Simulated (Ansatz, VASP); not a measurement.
**B27N26: VASP beside Ansatz**

```
CELL_PARAMETERS angstrom
0.00000 5.43900 5.43900
5.43900 0.00000 5.43900
5.43900 5.43900 0.00000
ATOMIC_POSITIONS crystal
B 0.00060 0.99952 0.00040
B 0.00099 0.99973 0.33377
B 0.00099 0.99973 0.66642
B 0.00092 0.33285 0.00073
B 0.99341 0.33551 0.33600
B 0.00092 0.33285 0.66641
B 0.00089 0.66557 0.00069
B 0.00089 0.66557 0.33375
B 0.00022 0.66623 0.66723
B 0.33397 0.99973 0.00079
B 0.33685 0.99077 0.33664
B 0.33397 0.99973 0.66642
B 0.33619 0.33550 0.99324
B 0.33618 0.33551 0.33598
B 0.33424 0.33306 0.66680
B 0.33395 0.66557 0.00069
B 0.33428 0.66578 0.33408
B 0.33428 0.66578 0.66677
B 0.66662 0.99972 0.00079
B 0.66662 0.99973 0.33377
B 0.66741 0.99907 0.66721
B 0.66662 0.33285 0.00072
B 0.66700 0.33306 0.33404
B 0.66700 0.33306 0.66680
B 0.66743 0.66623 0.00002
B 0.66697 0.66578 0.33408
B 0.66743 0.66623 0.66723
N 0.25044 0.24932 0.58260
N 0.25044 0.24932 0.91855
N 0.25047 0.58182 0.25027
N 0.25047 0.58276 0.58384
N 0.25047 0.58181 0.91836
N 0.25052 0.91718 0.25032
N 0.25052 0.91718 0.58289
N 0.25062 0.91618 0.91705
N 0.58280 0.24932 0.25024
N 0.58401 0.24928 0.58381
N 0.58280 0.24932 0.91855
N 0.58404 0.58276 0.25027
N 0.58404 0.58276 0.58384
N 0.58385 0.58272 0.91717
N 0.58309 0.91717 0.25032
N 0.58385 0.91621 0.58366
N 0.58386 0.91621 0.91719
N 0.91875 0.24932 0.25024
N 0.91875 0.24932 0.58260
N 0.91726 0.24952 0.91706
N 0.91855 0.58182 0.25027
N 0.91736 0.58272 0.58365
N 0.91737 0.58272 0.91717
N 0.91725 0.91618 0.25042
N 0.91739 0.91621 0.58366
N 0.91726 0.91618 0.91706
```

Alike in both runs: functional PBE; k mesh 2 × 2 × 2; occupations gaussian, width 0.05 eV; collinear spin.

Ansatz relaxed the structure, and its values are those at the end. VASP's run is a single point on that final structure, the one shown.

|  | VASP | Ansatz |
| --- | --- | --- |
| version | VASP 6.6.1 | Ansatz 0.2.0 |
| potentials or method | VASP PAW PBE potentials, release 64 (B, N), cutoff 520 eV | scalar-relativistic, plane waves, PAW |
| valence electrons in the cell | 211 | 211 |

VASP gave:

| Property | Result |
| --- | --- |
| net moment per atom (μB) | 0.01 |
| size of the moment on the site where the two differ most (μB) | 0.10 |

Task: What did Ansatz give for the same quantities?

Result: net moment per atom (μB): 0.01; size of the moment on the site where the two differ most (μB): 0.05.

Site moments also hang on the region over which each program counts them.

The k mesh is coarse, so the values compare programs but aren't converged.
